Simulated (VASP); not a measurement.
# CuO2 (Cmcm) in VASP: further runs

Runs on CuO2. Level: PBE. Tasks: single point.

Program: VASP 6.6.1. These are calculated values, not measurements. Logs are shortened: lines on timing, memory, paths and dates and some standing lists are left out, and cuts for length are marked.

**1. The cell of the first run**

Symmetry: Cmcm, No. 63, orthorhombic system. Conventional cell: a = 2.825 Å, b = 10.421 Å, c = 4.343 Å, α = 90.00°, β = 90.00°, γ = 90.00°. Cu (site symmetry m2m) has 6 O at 1.86 to 2.22 Å within 2.5 Å. O (site symmetry m2m) has 4 Cu at 1.90 to 2.22 Å and 1 O at 2.47 Å within 2.5 Å. O (site symmetry m2m) has 2 Cu at 1.86 Å and 3 O at 2.42 to 2.47 Å within 2.5 Å.

**2. Single point, PBE**

Input file INCAR:

```
SYSTEM = CuO2
PREC = Accurate
ENCUT = 520
EDIFF = 1E-6
ISMEAR = 1
SIGMA = 0.05
LREAL = .False.
LASPH = .True.
NELM = 60
ALGO = Normal
ISIF = 2
LWAVE = .False.
LCHARG = .False.
GGA = PE
NBANDS = 32
```

Input file KPOINTS:

```
Automatic mesh
0
Gamma
  8 8 5
  0 0 0
```

Input file POSCAR:

```
CuO2
1.0
    1.4126150000     -5.2107470000      0.0000000000
    1.4126150000      5.2107470000      0.0000000000
    0.0000000000      0.0000000000      4.3434240000
Cu O
2 4
Direct
    0.1672530000      0.8327470000      0.7500000000
    0.8327470000      0.1672530000      0.2500000000
    0.7889700000      0.2110300000      0.7500000000
    0.2110300000      0.7889700000      0.2500000000
    0.5514860000      0.4485140000      0.7500000000
    0.4485140000      0.5514860000      0.2500000000
```

Potentials or basis: VASP PAW PBE potentials, release 64 (Cu, O).

The run is started by

```console
cat potpaw_PBE.64/Cu/POTCAR potpaw_PBE.64/O/POTCAR > POTCAR
mpirun -np 1 vasp_std > vasp.out
```

OUTCAR:

```text
SYSTEM = CuO2
   PREC = Accurate
   ENCUT = 520
   EDIFF = 1E-6
   ISMEAR = 1
   LREAL = .False.
   LASPH = .True.
   NELM = 60
   ISIF = 2
   GGA = PE

 ion  position               nearest neighbor table
   1  0.167  0.833  0.750-   5 1.86   5 1.86   3 1.90   3 1.90   4 2.22   4 2.22
   2  0.833  0.167  0.250-   6 1.86   6 1.86   4 1.90   4 1.90   3 2.22   3 2.22
   3  0.789  0.211  0.750-   1 1.90   1 1.90   2 2.22   2 2.22
   4  0.211  0.789  0.250-   2 1.90   2 1.90   1 2.22   1 2.22
   5  0.551  0.449  0.750-   1 1.86   1 1.86
   6  0.449  0.551  0.250-   2 1.86   2 1.86

  LATTYP: Found a base centered orthorhombic cell.
 ALAT       =     2.8252300000
 B/A-ratio  =     3.6887241039
 C/A-ratio  =     1.5373700548

  Lattice vectors:

 A1 = (   1.4126150000,  -5.2107470000,   0.0000000000)
 A2 = (   1.4126150000,   5.2107470000,   0.0000000000)
 A3 = (   0.0000000000,   0.0000000000,   4.3434240000)

Analysis of symmetry for initial positions (statically):
=====================================================================
 Subroutine PRICEL returns:
 Original cell was already a primitive cell.

 Routine SETGRP: Setting up the symmetry group for a
 base centered orthorhombic supercell.

 Subroutine GETGRP returns: Found  8 space group operations
 (whereof  4 operations were pure point group operations)
 out of a pool of  8 trial point group operations.

The static configuration has the point symmetry C_2h.
 The point group associated with its full space group is D_2h.

Analysis of symmetry for dynamics (positions and initial velocities):
=====================================================================
 Subroutine PRICEL returns:
 Original cell was already a primitive cell.

 Routine SETGRP: Setting up the symmetry group for a
 base centered orthorhombic supercell.

 Subroutine GETGRP returns: Found  8 space group operations
 (whereof  4 operations were pure point group operations)
 out of a pool of  8 trial point group operations.

The dynamic configuration has the point symmetry C_2h.
 The point group associated with its full space group is D_2h.

 Subroutine INISYM returns: Found  8 space group operations
 (whereof  4 operations are pure point group operations),
 and found     1 'primitive' translations

----------------------------------------------------------------------------------------

                                     Primitive cell

  volume of cell :      63.9420

  direct lattice vectors                    reciprocal lattice vectors
     1.412615000 -5.210747000  0.000000000     0.353953483 -0.095955532  0.000000000
     1.412615000  5.210747000  0.000000000     0.353953483  0.095955532  0.000000000
     0.000000000  0.000000000  4.343424000     0.000000000  0.000000000  0.230233106

  length of vectors
     5.398830006  5.398830006  4.343424000     0.366729509  0.366729509  0.230233106

  position of ions in fractional coordinates (direct lattice)
     0.167253000  0.832747000  0.750000000
     0.832747000  0.167253000  0.250000000
     0.788970000  0.211030000  0.750000000
     0.211030000  0.788970000  0.250000000
     0.551486000  0.448514000  0.750000000
     0.448514000  0.551486000  0.250000000

  ion indices of the primitive-cell ions
   primitive index   ion index
                 1           1
                 2           2
                 3           3
                 4           4
                 5           5
                 6           6

----------------------------------------------------------------------------------------

 KPOINTS: Automatic mesh

Automatic generation of k-mesh.
 Grid dimensions read from file:
 generate k-points for:    8    8    5

 Generating k-lattice:

  Cartesian coordinates                     Fractional coordinates (reciprocal lattice)
     0.044244185 -0.011994441  0.000000000     0.125000000  0.000000000  0.000000000
     0.044244185  0.011994441  0.000000000     0.000000000  0.125000000  0.000000000
     0.000000000  0.000000000  0.046046621     0.000000000  0.000000000  0.200000000

  Length of vectors
     0.045841189  0.045841189  0.046046621

  Shift w.r.t. Gamma in fractional coordinates (k-lattice)
     0.000000000  0.000000000  0.000000000

 Subroutine IBZKPT returns following result:
 ===========================================

 Found     63 irreducible k-points:

 Following reciprocal coordinates:
            Coordinates               Weight
  0.000000  0.000000  0.000000      1.000000
  0.125000  0.000000  0.000000      4.000000
  0.250000  0.000000  0.000000      4.000000
  0.375000  0.000000  0.000000      4.000000
  0.500000  0.000000  0.000000      2.000000
  0.125000  0.125000  0.000000      2.000000
[... 16 lines left out ...]
  0.125000  0.000000  0.200000      8.000000
  0.250000  0.000000  0.200000      8.000000
 [... further k-points ...]
   k-points           NKPTS =     63   k-points in BZ     NKDIM =     63   number of bands    NBANDS=     32
   number of dos      NEDOS =    301   number of ions     NIONS =      6
   total plane-waves  NPLWV =  51200
   dimension x,y,z NGX =    40 NGY =   40 NGZ =   32
   dimension x,y,z NGXF=    80 NGYF=   80 NGZF=   64
   ions per type =               2   4
   NGX,Y,Z   is equivalent  to a cutoff of  12.32, 12.32, 12.25 a.u.
   NGXF,Y,Z  is equivalent  to a cutoff of  24.63, 24.63, 24.50 a.u.
 SYSTEM =  CuO2
   PREC   = accura    normal or accurate (medium, high low for compatibility)
   ISTART =      0    job   : 0-new  1-cont  2-samecut
   ICHARG =      2    charge: 1-file 2-atom 10-const
   ISPIN  =      1    spin polarized calculation?
   LNONCOLLINEAR =      F non collinear calculations
   LSORBIT =      F    spin-orbit coupling
   LASPH  =      T    aspherical Exc in radial PAW
   ENCUT  =  520.0 eV  38.22 Ry    6.18 a.u.  10.04 10.04  8.08*2*pi/ulx,y,z
   NELM   =     60;   NELMIN=  2; NELMDL= -5     # of ELM steps
   EDIFF  = 0.1E-05   stopping-criterion for ELM
   LREAL  =      F    real-space projection
   EDIFFG = 0.1E-04   stopping-criterion for IOM
   NSW    =      0    number of steps for IOM
   IBRION =     -1    ionic relax: 0-MD 1-quasi-New 2-CG
   NFREE  =      0    steps in history (QN), initial steepest desc. (CG)
   ISIF   =      2    stress and relaxation
   ISYM   =      2    0-nonsym 1-usesym 2-fastsym
   POTIM  = 0.5000    time-step for ionic-motion
   TEBEG  =    0.0;   TEEND  =   0.0 temperature during run
   PSTRESS=    0.0 pullay stress
   NELECT =      46.0000    total number of electrons
   NUPDOWN=      -1.0000    fix difference up-down
   EMIN   =  10.00;   EMAX   =-10.00  energy-range for DOS
   EFERMI =   0.00;   METHOD = LEGACY
   ISMEAR =     1;   SIGMA  =   0.05  broadening in eV -4-tet -1-fermi 0-gaus
   EFERMI_NEDOS =   21; number of points for ismear=-14 and -15
   IALGO  =     38    algorithm
   IMIX   =      4    mixing-type and parameters
     AMIX     =   0.40;   BMIX     =  1.00
     AMIX_MAG =   1.60;   BMIX_MAG =  1.00
  volume/ion in A,a.u.               =      10.66        71.92
  Fermi-wavevector in a.u.,A,eV,Ry     =   1.466894  2.772028 29.276722  2.151778
  Thomas-Fermi vector in A             =   2.582577
   LORBIT       =      0    0 simple, 1 ext, 2 COOP (PROOUT), +10 PAW based schemes
   GGA     = PE    functional components
   LHFCALC =     F    Hartree Fock is set to
   AEXX    =    0.0000 exact exchange contribution
   IVDW    =     0    specifies the selected vdW correction
   LEPSILON=     F    determine dielectric tensor
   LRPA    =     F    only Hartree local field effects (RPA)
 non-spin polarized calculation
 Methfessel and Paxton  Order N= 1 SIGMA  =   0.05
  energy-cutoff  :      520.00
  volume of cell :       63.94
 maximum number of plane-waves:      1734
   NGX = 21   NGY = 21   NGZ = 17

 number of electron      45.9999979 magnetization

 Free energy of the ion-electron system (eV)
  ---------------------------------------------------
  ext. energy  EPLUGINS =         0.00000000
  ---------------------------------------------------
  free energy    TOTEN  =       -27.37036766 eV

  energy without entropy =      -27.37074515  energy(sigma->0) =      -27.37049349

 E-fermi :   2.5178     XC(G=0): -10.9445

 val. band max:        2.5159672828   @ k =   0.3750   0.0000   0.4000
 cond. band min:       2.5279505616   @ k =  -0.1250   0.1250   0.0000
 fundamental gap:      0.0119832788
 Fermi energy:         2.5178493286

 k-point     1 :       0.0000    0.0000    0.0000
  band No.  band energies     occupation
      1     -16.6154      2.00000
      2     -15.1254      2.00000
      3     -14.9903      2.00000
      4     -14.3479      2.00000
      5      -3.5492      2.00000
      6      -3.3613      2.00000
[... 24 lines left out ...]
     31      14.4633      0.00000
     32      15.5859      0.00000

 k-point     2 :       0.1250    0.0000    0.0000
  band No.  band energies     occupation
      1     -16.4763      2.00000
      2     -15.1011      2.00000
      3     -14.9445      2.00000
      4     -14.3525      2.00000
      5      -3.4647      2.00000
      6      -3.1995      2.00000
[... 24 lines left out ...]
     31      14.9265      0.00000
     32      15.4658      0.00000

 k-point     3 :       0.2500    0.0000    0.0000
  band No.  band energies     occupation
      1     -16.1012      2.00000
      2     -15.0571      2.00000
      3     -14.8492      2.00000
      4     -14.3519      2.00000
      5      -3.2423      2.00000
      6      -2.9685      2.00000
[... 24 lines left out ...]
     31      15.3056      0.00000
     32      15.9944      0.00000

 k-point     4 :       0.3750    0.0000    0.0000
  band No.  band energies     occupation
      1     -15.6184      2.00000
      2     -15.0335      2.00000
      3     -14.8444      2.00000
      4     -14.3122      2.00000
      5      -3.0815      2.00000
      6      -2.9164      2.00000
[... 654 lines left out ...]
     31      15.1085      0.00000
     32      15.7004      0.00000

 k-point    23 :       0.1250    0.0000    0.2000
  band No.  band energies     occupation
      1     -16.3520      2.00000
      2     -15.2195      2.00000
      3     -14.9104      2.00000
      4     -14.4079      2.00000
      5      -3.5163      2.00000
      6      -3.2449      2.00000
[... 24 lines left out ...]
     31      15.2794      0.00000
     32      15.7367      0.00000

 k-point    24 :       0.2500    0.0000    0.2000
  band No.  band energies     occupation
      1     -15.9930      2.00000
      2     -15.0895      2.00000
      3     -14.8682      2.00000
      4     -14.4089      2.00000
      5      -3.2638      2.00000
      6      -3.0038      2.00000
[... 24 lines left out ...]
     31      15.3627      0.00000
     32      16.2249      0.00000

 [... further k-points ...]
[... 5 lines left out ...]
  --------------------------------------------------------------------------------------
  -------------------------------------------------------------------------------------
  Total       -0.2412786     -0.2637695     -0.2042370      0.0000000      0.0000000      0.0000000
  in kB       -6.0456548     -6.6092035     -5.1175137      0.0000000      0.0000000      0.0000000
  external PRESSURE =      -5.9241240 kB  Pullay stress =       0.0000000 kB

 VOLUME and BASIS-vectors are now :
 -----------------------------------------------------------------------------
  energy-cutoff  :      520.00
  volume of cell :       63.94
      direct lattice vectors                 reciprocal lattice vectors
     1.412615000 -5.210747000  0.000000000     0.353953483 -0.095955532  0.000000000
     1.412615000  5.210747000  0.000000000     0.353953483  0.095955532  0.000000000
     0.000000000  0.000000000  4.343424000     0.000000000  0.000000000  0.230233106

 POSITION                                       TOTAL-FORCE (eV/Angst)
 -----------------------------------------------------------------------------------
      1.41261      3.46772      3.25757         0.000000      0.020622      0.000000
      1.41261     -3.46772      1.08586         0.000000     -0.020622      0.000000
      1.41261     -3.01150      3.25757         0.000000      0.196481      0.000000
      1.41261      3.01150      1.08586         0.000000     -0.196481      0.000000
      1.41261     -0.53656      3.25757         0.000000      0.118741      0.000000
      1.41261      0.53656      1.08586         0.000000     -0.118741     -0.000000
 -----------------------------------------------------------------------------------
    total drift:                               -0.000000      0.000000     -0.000000

  FREE ENERGIE OF THE ION-ELECTRON SYSTEM (eV)
  ---------------------------------------------------
  free  energy   TOTEN  =       -27.3703676619 eV

  energy  without entropy=      -27.3707451515  energy(sigma->0) =      -27.37049349
```

It took 2.1 min on 1 thread of AMD EPYC 9R45 (Zen 5), shared host; peak memory 0.24 GiB.

Results:

```
Free energy            : -27.3704 eV
Pressure               : -0.6 GPa
Largest force          : 0.196 eV/Å
Band gap on the k mesh : zero (band 23 reaches 2.65 eV, above the bottom of band 24 at 2.40 eV)
```

Forces in eV/Å, atoms in the order of the input:
```
Cu   0.000  0.021  0.000
Cu   0.000 -0.021  0.000
O    0.000  0.196  0.000
O    0.000 -0.196  0.000
O    0.000  0.119  0.000
O    0.000 -0.119  0.000
```

Levels at points of the mesh, in eV from the Fermi level:
| k point | band 20 | band 21 | band 22 | band 23 | band 24 | band 25 | band 26 | band 27 |
| --- | --- | --- | --- | --- | --- | --- | --- | --- |
| (0.00, 0.00, 0.00) | -1.25 | -1.04 | -1.03 | -0.57 | -0.08 | 1.01 | 1.28 | 6.09 |
| (0.50, 0.00, 0.00) | -1.85 | -1.83 | -1.67 | -1.31 | 0.34 | 0.65 | 0.74 | 10.25 |
| (0.50, 0.50, 0.00) | -1.48 | -1.21 | -1.13 | -0.92 | 0.37 | 1.16 | 1.29 | 7.61 |

Caveat: semilocal functionals often make such compounds metallic where correlation or magnetic order opens a gap, which also shifts bond lengths.

**3. Single point, PBE**

Input file INCAR:

```
SYSTEM = CuO2
PREC = Accurate
ENCUT = 520
EDIFF = 1E-6
ISMEAR = 1
SIGMA = 0.025
LREAL = .FALSE.
LASPH = .TRUE.
NELM = 60
ALGO = Normal
ISIF = 2
LWAVE = .FALSE.
LCHARG = .FALSE.
GGA = PE
NBANDS = 32
```

Input file KPOINTS:

```
Automatic mesh
0
G
  8 8 5
  0 0 0
```

POSCAR is that of step 2.

Potentials or basis: VASP PAW PBE potentials, release 64 (Cu, O).

The run is started by

```console
cat potpaw_PBE.64/Cu/POTCAR potpaw_PBE.64/O/POTCAR > POTCAR
mpirun -np 1 vasp_std > vasp.out
```

Wall time 2.1 min (1 thread of AMD EPYC 9R45 (Zen 5), shared host); peak memory 0.24 GiB.

It converged, with:

```
Free energy            : -27.3706 eV
Pressure               : -0.7 GPa
Largest force          : 0.190 eV/Å
Band gap on the k mesh : zero (band 23 reaches 2.65 eV, above the bottom of band 24 at 2.40 eV)
```

Forces on the atoms (eV/Å):
```
Cu   0.000  0.022  0.000
Cu   0.000 -0.022  0.000
O    0.000  0.190  0.000
O    0.000 -0.190  0.000
O    0.000  0.117  0.000
O    0.000 -0.117  0.000
```

Stress tensor (GPa, compression positive):
```
-0.72  0.00  0.00
 0.00 -0.80  0.00
 0.00  0.00 -0.71
```

Levels at points of the mesh, in eV from the Fermi level:
```csv
k point,band 21,band 22,band 23,band 24,band 25,band 26
"(0.00, 0.00, 0.00)",-1.05,-1.03,-0.57,-0.08,1.01,1.28
"(0.50, 0.00, 0.00)",-1.83,-1.67,-1.31,0.34,0.65,0.74
"(0.50, 0.50, 0.00)",-1.21,-1.13,-0.92,0.37,1.16,1.29
```

Caveat: semilocal functionals often make such compounds metallic where correlation or magnetic order opens a gap, which also shifts bond lengths.

**4. Single point, PBE**

Input file INCAR:

```
SYSTEM = CuO2
PREC = Accurate
ENCUT = 520
EDIFF = 1E-6
ISMEAR = 1
SIGMA = 0.01
LREAL = .False.
LASPH = .True.
NELM = 80
ALGO = Normal
ISIF = 2
LWAVE = .False.
LCHARG = .True.
GGA = PE
LELF = .True.
LVHAR = .True.
NBANDS = 32
```

Input file KPOINTS:

```
regular mesh
0
Gamma
  8 8 5
  0 0 0
```

POSCAR is that of step 3.

The run is started by

```console
cat potpaw_PBE.64/Cu/POTCAR potpaw_PBE.64/O/POTCAR > POTCAR
mpirun -np 1 vasp_std > vasp.out
```

Wall time 2.2 min (1 thread of AMD EPYC 9R45 (Zen 5), shared host); peak memory 0.24 GiB.

It converged, with:

- Free energy: -27.3706 eV
- Pressure: -0.9 GPa
- Largest force: 0.188 eV/Å
- Band gap on the k mesh: zero (band 23 reaches 2.65 eV, above the bottom of band 24 at 2.40 eV)

Forces in eV/Å, atoms in the order of the input:
```
Cu   0.000  0.022  0.000
Cu   0.000 -0.022  0.000
O    0.000  0.188  0.000
O    0.000 -0.188  0.000
O    0.000  0.110  0.000
O    0.000 -0.110  0.000
```

Stress tensor (GPa, compression positive):
```
-0.89  0.00  0.00
 0.00 -0.99  0.00
 0.00  0.00 -0.92
```

Levels at points of the mesh, in eV from the Fermi level:
```tsv
k point	band 20	band 21	band 22	band 23	band 24	band 25	band 26	band 27
(0.00, 0.00, 0.00)	-1.25	-1.04	-1.03	-0.56	-0.08	1.01	1.29	6.09
(0.50, 0.00, 0.00)	-1.85	-1.83	-1.67	-1.31	0.35	0.66	0.74	10.25
(0.50, 0.50, 0.00)	-1.47	-1.20	-1.13	-0.92	0.37	1.16	1.29	7.61
```

Caveat: semilocal functionals often make such compounds metallic where correlation or magnetic order opens a gap, which also shifts bond lengths. With open d or f shells a metallic result of PBE can be an artefact of self-interaction; +U or a hybrid may open a gap.

**5. Single point, PBE**

Input file INCAR:

```
SYSTEM = CuO2
PREC = Accurate
ENCUT = 520
EDIFF = 1E-7
ISMEAR = 1
SIGMA = 0.005
LREAL = .FALSE.
LASPH = .TRUE.
NELM = 100
ALGO = Normal
ISIF = 2
LWAVE = .FALSE.
LCHARG = .FALSE.
GGA = PE
NBANDS = 32
```

Input file KPOINTS:

```
regular mesh
0
G
  8 8 5
  0 0 0
```

POSCAR is that of step 4.

The run is started by

```console
cat potpaw_PBE.64/Cu/POTCAR potpaw_PBE.64/O/POTCAR > POTCAR
mpirun -np 1 vasp_std > vasp.out
```

Run time: 2.6 min. Hardware: 1 thread of AMD EPYC 9R45 (Zen 5), shared host; peak memory 0.24 GiB.

It converged, with:

| Item | Value |
| --- | --- |
| Free energy | -27.3705 eV |
| Pressure | -0.7 GPa |
| Largest force | 0.189 eV/Å |
| Band gap on the k mesh | zero (band 23 reaches 2.65 eV, above the bottom of band 24 at 2.39 eV) |

Forces on the atoms (eV/Å):
```
Cu   0.000  0.022  0.000
Cu   0.000 -0.022  0.000
O    0.000  0.189  0.000
O    0.000 -0.189  0.000
O    0.000  0.113  0.000
O    0.000 -0.113  0.000
```

Levels at points of the mesh, in eV from the Fermi level:
| k point | band 20 | band 21 | band 22 | band 23 | band 24 | band 25 | band 26 | band 27 |
| --- | --- | --- | --- | --- | --- | --- | --- | --- |
| (0.00, 0.00, 0.00) | -1.25 | -1.04 | -1.03 | -0.56 | -0.07 | 1.02 | 1.29 | 6.09 |
| (0.50, 0.00, 0.00) | -1.85 | -1.83 | -1.67 | -1.31 | 0.35 | 0.66 | 0.75 | 10.25 |
| (0.50, 0.50, 0.00) | -1.47 | -1.20 | -1.13 | -0.92 | 0.38 | 1.16 | 1.30 | 7.61 |

Caveat: semilocal functionals often make such compounds metallic where correlation or magnetic order opens a gap, which also shifts bond lengths. With open d or f shells a metallic result of PBE can be an artefact of self-interaction; +U or a hybrid may open a gap.

**6. The runs side by side**

| smearing | gap on the mesh (eV) | pressure (GPa) | largest force (eV/Å) |
| --- | --- | --- | --- |
| methfessel-paxton 0.05 eV | none | -0.6 | 0.20 |
| methfessel-paxton 0.025 eV | none | -0.7 | 0.19 |
| methfessel-paxton 0.01 eV | none | -0.9 | 0.19 |
| methfessel-paxton 0.005 eV | none | -0.7 | 0.19 |

Alike in all rows: task single point; level PBE; potentials or basis VASP PAW PBE potentials, release 64 (Cu, O); no spin polarisation; cell as given; k mesh 8 × 8 × 5; cutoff (eV) 520.

Every run on the cell as given and a fine mesh finds a metal.

Caveats: semilocal functionals often make such compounds metallic where correlation or magnetic order opens a gap, which also shifts bond lengths.

Total energies depend on the potentials used, so only differences within one code and one set of settings carry meaning.
